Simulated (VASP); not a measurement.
# TaSi2 (P6_422) in VASP: notebook

TaSi2 is run at these levels: LDA, PBEsol; tasks: single point.

Everything below comes from runs of VASP 6.6.1. Logs are shortened: lines on timing, memory, paths and dates and some standing lists are left out, and cuts for length are marked.

### Step 1. The cell of the first run

Symmetry: P6_422, No. 181, hexagonal system. The conventional cell has a = 4.734 Å, b = 4.734 Å, c = 6.517 Å, α = 90.00°, β = 90.00°, γ = 120.00°. Ta (site symmetry 222) has 10 Si at 2.58 to 2.79 Å and 4 Ta at 3.21 Å within 3.4 Å. Si (site symmetry 2) has 9 Si at 2.54 to 3.29 Å and 5 Ta at 2.58 to 2.79 Å within 3.3 Å.

### Step 2. Single point, LDA

Contents of INCAR:

```
PREC = Accurate
ENCUT = 520
EDIFF = 1E-6
ISMEAR = -1
SIGMA = 0.1
LREAL = False
LASPH = True
NELM = 100
ALGO = Normal
ISIF = 2
LWAVE = False
LCHARG = True
LELF = True
LVHAR = True
NBANDS = 38
```

Contents of KPOINTS:

```
Automatic mesh
0
Gamma
  8 8 5
```

Contents of POSCAR:

```
TaSi2
1.0
    4.7342629644      0.0000000000      0.0000000000
   -2.3671314822      4.0999919954      0.0000000000
    0.0000000000      0.0000000000      6.5170840662
Ta Si
3 6
Direct
    0.5000000000      0.0000000000      0.0000000000
    0.5000000000      0.5000000000      0.6666666667
    0.0000000000      0.5000000000      0.3333333333
    0.1596002992      0.3192005983      0.0000000000
    0.8403997008      0.1596002992      0.6666666667
    0.6807994017      0.8403997008      0.3333333333
    0.8403997008      0.6807994017      0.0000000000
    0.1596002992      0.8403997008      0.6666666667
    0.3192005983      0.1596002992      0.3333333333
```

Potentials or basis: VASP PAW LDA potentials, release 64 (Ta_pv, Si).

Launch:

```
$ cat potpaw_LDA.64/Ta_pv/POTCAR potpaw_LDA.64/Si/POTCAR > POTCAR
$ mpirun -np 1 vasp_std > vasp.out
```

OUTCAR:

```text
PREC = Accurate
   ENCUT = 520
   EDIFF = 1E-6
   ISMEAR = -1
   LREAL = False
   LASPH = True
   NELM = 100
   ISIF = 2

 ion  position               nearest neighbor table
   1  0.500  0.000  0.000-   5 2.58   8 2.58   6 2.58   9 2.58   4 2.70   7 2.70   4 2.70   7 2.70
                             4 2.79   7 2.79   2 3.21   2 3.21   3 3.21   3 3.21
   2  0.500  0.500  0.667-   4 2.58   7 2.58   6 2.58   9 2.58   8 2.70   5 2.70   8 2.70   5 2.70
                             8 2.79   5 2.79   1 3.21   1 3.21   3 3.21   3 3.21
   3  0.000  0.500  0.333-   4 2.58   7 2.58   5 2.58   8 2.58   6 2.70   9 2.70   9 2.70   6 2.70
                             6 2.79   9 2.79   1 3.21   1 3.21   2 3.21   2 3.21
   4  0.160  0.319  0.000-   9 2.54   5 2.54   2 2.58   3 2.58   7 2.62   1 2.70   1 2.70   1 2.79
                             7 2.79   7 2.79   8 3.14   6 3.14
   5  0.840  0.160  0.667-   4 2.54   6 2.54   1 2.58   3 2.58   8 2.62   2 2.70   2 2.70   2 2.79
                             8 2.79   8 2.79   7 3.14   9 3.14
   6  0.681  0.840  0.333-   7 2.54   5 2.54   1 2.58   2 2.58   9 2.62   3 2.70   3 2.70   3 2.79
                             9 2.79   9 2.79   4 3.14   8 3.14
   7  0.840  0.681  0.000-   6 2.54   8 2.54   2 2.58   3 2.58   4 2.62   1 2.70   1 2.70   1 2.79
                             4 2.79   4 2.79   5 3.14   9 3.14
   8  0.160  0.840  0.667-   7 2.54   9 2.54   1 2.58   3 2.58   5 2.62   2 2.70   2 2.70   2 2.79
                             5 2.79   5 2.79   4 3.14   6 3.14
   9  0.319  0.160  0.333-   4 2.54   8 2.54   1 2.58   2 2.58   6 2.62   3 2.70   3 2.70   3 2.79
                             6 2.79   6 2.79   7 3.14   5 3.14

  LATTYP: Found a hexagonal cell.
 ALAT       =     4.7342629644
 C/A-ratio  =     1.3765783851

  Lattice vectors:

 A1 = (   4.7342629644,   0.0000000000,   0.0000000000)
 A2 = (  -2.3671314822,   4.0999919954,   0.0000000000)
 A3 = (   0.0000000000,   0.0000000000,   6.5170840662)

Analysis of symmetry for initial positions (statically):
=====================================================================
 Subroutine PRICEL returns:
 Original cell was already a primitive cell.

 Routine SETGRP: Setting up the symmetry group for a
 hexagonal supercell.

 Subroutine GETGRP returns: Found 12 space group operations
 (whereof  4 operations were pure point group operations)
 out of a pool of 24 trial point group operations.

The static configuration has the point symmetry D_2 .
 The point group associated with its full space group is D_6 .

Analysis of symmetry for dynamics (positions and initial velocities):
=====================================================================
 Subroutine PRICEL returns:
 Original cell was already a primitive cell.

[... 128 lines left out ...]
   ISIF   =      2    stress and relaxation
   ISYM   =      2    0-nonsym 1-usesym 2-fastsym
   POTIM  = 0.5000    time-step for ionic-motion
   TEBEG  =    0.0;   TEEND  =   0.0 temperature during run
   PSTRESS=    0.0 pullay stress
   NELECT =      57.0000    total number of electrons
   NUPDOWN=      -1.0000    fix difference up-down
   EMIN   =  10.00;   EMAX   =-10.00  energy-range for DOS
   EFERMI =   0.00;   METHOD = LEGACY
   ISMEAR =    -1;   SIGMA  =   0.10  broadening in eV -4-tet -1-fermi 0-gaus
   EFERMI_NEDOS =   21; number of points for ismear=-14 and -15
   IALGO  =     38    algorithm
   IMIX   =      4    mixing-type and parameters
     AMIX     =   0.40;   BMIX     =  1.00
     AMIX_MAG =   1.60;   BMIX_MAG =  1.00
  volume/ion in A,a.u.               =      14.06        94.85
  Fermi-wavevector in a.u.,A,eV,Ry     =   1.255077  2.371751 21.432130  1.575217
  Thomas-Fermi vector in A             =   2.388851
   LORBIT       =      0    0 simple, 1 ext, 2 COOP (PROOUT), +10 PAW based schemes
   GGA     = CA    functional components
   LHFCALC =     F    Hartree Fock is set to
   AEXX    =    0.0000 exact exchange contribution
   IVDW    =     0    specifies the selected vdW correction
   LEPSILON=     F    determine dielectric tensor
   LRPA    =     F    only Hartree local field effects (RPA)
 non-spin polarized calculation
  energy-cutoff  :      520.00
  volume of cell :      126.50
 maximum number of plane-waves:      3426
 NGX is ok and might be reduce to    36
   NGX = 17   NGY = 17   NGZ = 25

 number of electron      56.9999999 magnetization

 Free energy of the ion-electron system (eV)
  ---------------------------------------------------
  ext. energy  EPLUGINS =         0.00000000
  ---------------------------------------------------
  free energy    TOTEN  =       -79.41001187 eV

  energy without entropy =      -79.31779663  energy(sigma->0) =      -79.36390425

 E-fermi :   9.6199     XC(G=0): -12.3220

 val. band max:        9.6190318769   @ k =   0.3750   0.1250   0.2000
 cond. band min:       9.6263476944   @ k =   0.5000   0.0000   0.0000
 fundamental gap:      0.0073158175
 Fermi energy:         9.6198613548

 k-point     1 :       0.0000    0.0000    0.0000
  band No.  band energies     occupation
      1     -24.4965      2.00000
      2     -24.4965      2.00000
      3     -24.4830      2.00000
      4     -24.4146      2.00000
      5     -24.4146      2.00000
      6     -24.3116      2.00000
[... 973 lines left out ...]
     37      13.3459      0.00000
     38      13.3950      0.00000

 [... further k-points ...]
[... 5 lines left out ...]
  --------------------------------------------------------------------------------------
  -------------------------------------------------------------------------------------
  Total        0.3980387      0.3980387      0.4872128      0.0000000     -0.0000000      0.0000000
  in kB        5.0413533      5.0413533      6.1707866      0.0000000     -0.0000000      0.0000000
  external PRESSURE =       5.4178311 kB  Pullay stress =       0.0000000 kB

 VOLUME and BASIS-vectors are now :
 -----------------------------------------------------------------------------
  energy-cutoff  :      520.00
  volume of cell :      126.50
      direct lattice vectors                 reciprocal lattice vectors
     4.734262964  0.000000000  0.000000000     0.211226121  0.121951458  0.000000000
    -2.367131482  4.099991995  0.000000000     0.000000000  0.243902915  0.000000000
     0.000000000  0.000000000  6.517084066     0.000000000  0.000000000  0.153442857

 POSITION                                       TOTAL-FORCE (eV/Angst)
 -----------------------------------------------------------------------------------
      2.36713      0.00000      0.00000         0.000000     -0.000000     -0.000000
      1.18357      2.05000      4.34472         0.000000     -0.000000      0.000000
     -1.18357      2.05000      2.17236         0.000000     -0.000000     -0.000000
      0.00000      1.30872      0.00000         0.000000     -0.013168     -0.000000
      3.60088      0.65436      4.34472         0.011404     -0.006584      0.000000
      1.23375      3.44563      2.17236         0.011404      0.006584     -0.000000
      2.36713      2.79127      0.00000         0.000000      0.013168     -0.000000
     -1.23375      3.44563      4.34472        -0.011404      0.006584      0.000000
      1.13338      0.65436      2.17236        -0.011404     -0.006584      0.000000
 -----------------------------------------------------------------------------------
    total drift:                                0.000000     -0.000000     -0.000000

  FREE ENERGIE OF THE ION-ELECTRON SYSTEM (eV)
  ---------------------------------------------------
  free  energy   TOTEN  =       -79.4100118694 eV

  energy  without entropy=      -79.3177966271  energy(sigma->0) =      -79.36390425
```

OSZICAR:

```text
N       E                     dE             d eps       ncg     rms          rms(c)
DAV:   1     0.380119245876E+03    0.38012E+03   -0.28111E+04  2280   0.141E+03
DAV:   2    -0.622262625719E+02   -0.44235E+03   -0.43024E+03  2622   0.363E+02
DAV:   3    -0.813354655567E+02   -0.19109E+02   -0.18737E+02  2912   0.668E+01
DAV:   4    -0.816572280066E+02   -0.32176E+00   -0.32040E+00  2888   0.874E+00
DAV:   5    -0.816619098463E+02   -0.46818E-02   -0.46787E-02  2838   0.112E+00    0.331E+01
DAV:   6    -0.797020926237E+02    0.19598E+01   -0.70422E+00  2886   0.122E+01    0.152E+01
DAV:   7    -0.794381292460E+02    0.26396E+00   -0.51044E-01  2880   0.344E+00    0.425E+00
DAV:   8    -0.794111304911E+02    0.26999E-01   -0.42020E-02  2946   0.907E-01    0.448E-01
DAV:   9    -0.794102074391E+02    0.92305E-03   -0.24921E-03  2976   0.267E-01    0.230E-01
DAV:  10    -0.794100217833E+02    0.18566E-03   -0.43302E-04  2882   0.123E-01    0.555E-02
DAV:  11    -0.794100124136E+02    0.93697E-05   -0.37998E-05  2912   0.331E-02    0.140E-02
DAV:  12    -0.794100118694E+02    0.54422E-06   -0.34275E-06  2448   0.945E-03
   1 F= -.79410012E+02 E0= -.79363904E+02  d E =-.922152E-01
```

It took 2.9 min on 1 thread of Intel Xeon 8259CL, shared host; peak memory 0.26 GiB.

Results:

* Free energy: -79.4100 eV
* Pressure: 0.5 GPa
* Largest force: 0.013 eV/Å
* Band gap on the k mesh: zero (an odd number of electrons rules out a gap without spin polarisation)

Forces on the atoms (eV/Å):
```
Ta   0.000  0.000  0.000
Ta   0.000  0.000  0.000
Ta   0.000  0.000  0.000
Si   0.000 -0.013  0.000
Si   0.011 -0.007  0.000
Si   0.011  0.007  0.000
Si   0.000  0.013  0.000
Si  -0.011  0.007  0.000
Si  -0.011 -0.007  0.000
```

Levels at points of the mesh, in eV from the Fermi level:
| k point | band 27 | band 28 | band 29 | band 30 | band 31 | band 32 |
| --- | --- | --- | --- | --- | --- | --- |
| (0.00, 0.00, 0.00) | -2.22 | -2.22 | -1.40 | 0.72 | 3.13 | 3.13 |
| (0.50, 0.00, 0.00) | -0.79 | -0.11 | 0.01 | 0.88 | 1.26 | 1.65 |

Caveat: spin-orbit coupling is left out, which moves the levels of the heavy elements.

### Step 3. Single point, PBEsol

This run uses another cell than the first one, of 14.31 Å³/atom.

Contents of INCAR:

```
ALGO = Normal
EDIFF = 1E-6
ENCUT = 520
GGA = PS
ISIF = 2
ISMEAR = -1
LASPH = T
LCHARG = T
LELF = T
LREAL = F
LVHAR = T
LWAVE = F
NBANDS = 38
NELM = 80
PREC = Accurate
SIGMA = 0.1
```

Contents of KPOINTS:

```
k-points
0
Gamma
  8 8 5
```

Contents of POSCAR:

```
TaSi2
1.0
    4.7624659837      0.0000000000      0.0000000000
   -2.3812329919      4.1244165266      0.0000000000
    0.0000000000      0.0000000000      6.5564145769
Ta Si
3 6
Direct
    0.5000000000      0.0000000000      0.0000000000
    0.5000000000      0.5000000000      0.6666666667
    0.0000000000      0.5000000000      0.3333333333
    0.1594569585      0.3189139169      0.0000000000
    0.8405430415      0.1594569585      0.6666666667
    0.6810860831      0.8405430415      0.3333333333
    0.8405430415      0.6810860831      0.0000000000
    0.1594569585      0.8405430415      0.6666666667
    0.3189139169      0.1594569585      0.3333333333
```

Potentials or basis: VASP PAW PBE potentials, release 64 (Ta_pv, Si).

Launch:

```
$ cat potpaw_PBE.64/Ta_pv/POTCAR potpaw_PBE.64/Si/POTCAR > POTCAR
$ mpirun -np 1 vasp_std > vasp.out
```

OUTCAR:

```text
EDIFF = 1E-6
   ENCUT = 520
   GGA = PS
   ISIF = 2
   ISMEAR = -1
   LASPH = T
   LREAL = F
   NELM = 80
   PREC = Accurate

 ion  position               nearest neighbor table
   1  0.500  0.000  0.000-   5 2.60   8 2.60   6 2.60   9 2.60   4 2.72   7 2.72   4 2.72   7 2.72
                             4 2.81   7 2.81   3 3.23   3 3.23   2 3.23   2 3.23
   2  0.500  0.500  0.667-   4 2.60   7 2.60   6 2.60   9 2.60   8 2.72   5 2.72   8 2.72   5 2.72
                             8 2.81   5 2.81   1 3.23   1 3.23   3 3.23   3 3.23
   3  0.000  0.500  0.333-   4 2.60   7 2.60   5 2.60   8 2.60   6 2.72   9 2.72   9 2.72   6 2.72
                             6 2.81   9 2.81   1 3.23   1 3.23   2 3.23   2 3.23
   4  0.159  0.319  0.000-   9 2.55   5 2.55   2 2.60   3 2.60   7 2.63   1 2.72   1 2.72   1 2.81
                             7 2.81   7 2.81
   5  0.841  0.159  0.667-   4 2.55   6 2.55   1 2.60   3 2.60   8 2.63   2 2.72   2 2.72   2 2.81
                             8 2.81   8 2.81
   6  0.681  0.841  0.333-   7 2.55   5 2.55   1 2.60   2 2.60   9 2.63   3 2.72   3 2.72   3 2.81
                             9 2.81   9 2.81
   7  0.841  0.681  0.000-   6 2.55   8 2.55   2 2.60   3 2.60   4 2.63   1 2.72   1 2.72   1 2.81
                             4 2.81   4 2.81
[... 210 lines left out ...]
 Fermi energy:         9.3783454546

 k-point     1 :       0.0000    0.0000    0.0000
  band No.  band energies     occupation
      1     -24.9061      2.00000
      2     -24.9061      2.00000
      3     -24.8964      2.00000
      4     -24.8280      2.00000
      5     -24.8280      2.00000
      6     -24.7356      2.00000
[... 973 lines left out ...]
     37      13.0312      0.00000
     38      13.0906      0.00000

 [... further k-points ...]
[... 5 lines left out ...]
  --------------------------------------------------------------------------------------
  -------------------------------------------------------------------------------------
  Total        0.1432774      0.1432774      0.2155365     -0.0000000     -0.0000000      0.0000000
  in kB        1.7824912      1.7824912      2.6814560     -0.0000000     -0.0000000      0.0000000
  external PRESSURE =       2.0821461 kB  Pullay stress =       0.0000000 kB

 VOLUME and BASIS-vectors are now :
 -----------------------------------------------------------------------------
  energy-cutoff  :      520.00
  volume of cell :      128.78
      direct lattice vectors                 reciprocal lattice vectors
     4.762465984  0.000000000  0.000000000     0.209975253  0.121229269  0.000000000
    -2.381232992  4.124416527  0.000000000     0.000000000  0.242458538  0.000000000
     0.000000000  0.000000000  6.556414577     0.000000000  0.000000000  0.152522387

 POSITION                                       TOTAL-FORCE (eV/Angst)
 -----------------------------------------------------------------------------------
      2.38123      0.00000      0.00000         0.000000      0.000000      0.000000
      1.19062      2.06221      4.37094         0.000000      0.000000     -0.000000
     -1.19062      2.06221      2.18547         0.000000      0.000000      0.000000
      0.00000      1.31533      0.00000         0.000000     -0.003774      0.000000
      3.62335      0.65767      4.37094         0.003269     -0.001887     -0.000000
      1.24212      3.46675      2.18547         0.003269      0.001887     -0.000000
      2.38123      2.80908      0.00000        -0.000000      0.003774      0.000000
     -1.24212      3.46675      4.37094        -0.003269      0.001887      0.000000
      1.13911      0.65767      2.18547        -0.003269     -0.001887     -0.000000
 -----------------------------------------------------------------------------------
    total drift:                                0.000000      0.000000      0.000000

  FREE ENERGIE OF THE ION-ELECTRON SYSTEM (eV)
  ---------------------------------------------------
  free  energy   TOTEN  =       -77.4119381289 eV

  energy  without entropy=      -77.3188041663  energy(sigma->0) =      -77.36537115
```

OSZICAR:

```text
N       E                     dE             d eps       ncg     rms          rms(c)
DAV:   1     0.379860650449E+03    0.37986E+03   -0.28178E+04  2280   0.142E+03
DAV:   2    -0.595256303887E+02   -0.43939E+03   -0.42746E+03  2592   0.362E+02
DAV:   3    -0.793244540481E+02   -0.19799E+02   -0.19365E+02  2890   0.668E+01
DAV:   4    -0.797025394525E+02   -0.37809E+00   -0.37592E+00  2928   0.902E+00
DAV:   5    -0.797074978252E+02   -0.49584E-02   -0.49530E-02  2840   0.111E+00    0.327E+01
DAV:   6    -0.777102269680E+02    0.19973E+01   -0.71612E+00  2890   0.124E+01    0.151E+01
DAV:   7    -0.774398675010E+02    0.27036E+00   -0.53528E-01  2856   0.363E+00    0.426E+00
DAV:   8    -0.774129022249E+02    0.26965E-01   -0.45015E-02  2936   0.964E-01    0.478E-01
DAV:   9    -0.774120688839E+02    0.83334E-03   -0.27780E-03  2952   0.286E-01    0.244E-01
DAV:  10    -0.774119529961E+02    0.11589E-03   -0.41854E-04  2840   0.118E-01    0.566E-02
DAV:  11    -0.774119401349E+02    0.12861E-04   -0.38700E-05  2904   0.322E-02    0.110E-02
DAV:  12    -0.774119387700E+02    0.13648E-05   -0.31718E-06  2288   0.879E-03    0.332E-03
DAV:  13    -0.774119381289E+02    0.64116E-06   -0.31689E-07  1680   0.293E-03
   1 F= -.77411938E+02 E0= -.77365371E+02  d E =-.931340E-01
```

stdout:

```text
POSCAR found type information on POSCAR TaSi
 POSCAR found :  2 types and       9 ions
 scaLAPACK will be used
 -----------------------------------------------------------------------------
|                                                                             |
|                                                                             |
|     You enforced a specific xc type in the INCAR file but a different       |
|     I HOPE YOU KNOW WHAT YOU ARE DOING!                                     |
|                                                                             |
 -----------------------------------------------------------------------------

 LDA part: xc-table for (Slater+PW92), standard interpolation
 POSCAR, INCAR and KPOINTS ok, starting setup
 FFT: planning ... GRIDC
 FFT: planning ... GRID_SOFT
 FFT: planning ... GRID
 WAVECAR not read
 entering main loop
```

Run time: 3.9 min. Hardware: 1 thread of Intel Xeon 8259CL, shared host; peak memory 0.31 GiB.

What came out:

```yaml
Free_energy: -77.4119 eV
Pressure: 0.2 GPa
Largest_force: 0.004 eV/Å
Band_gap_on_the_k_mesh: zero (an odd number of electrons rules out a gap without spin polarisation)
```

Forces on the atoms (eV/Å):
```
Ta   0.000  0.000  0.000
Ta   0.000  0.000  0.000
Ta   0.000  0.000  0.000
Si   0.000 -0.004  0.000
Si   0.003 -0.002  0.000
Si   0.003  0.002  0.000
Si   0.000  0.004  0.000
Si  -0.003  0.002  0.000
Si  -0.003 -0.002  0.000
```

Caveat: the PAW data sets were made with another functional, which shifts forces and pressure a little; spin-orbit coupling is left out, which moves the levels of the heavy elements.

The gap in the log of VASP goes by the Fermi energy; the results here count the filled bands.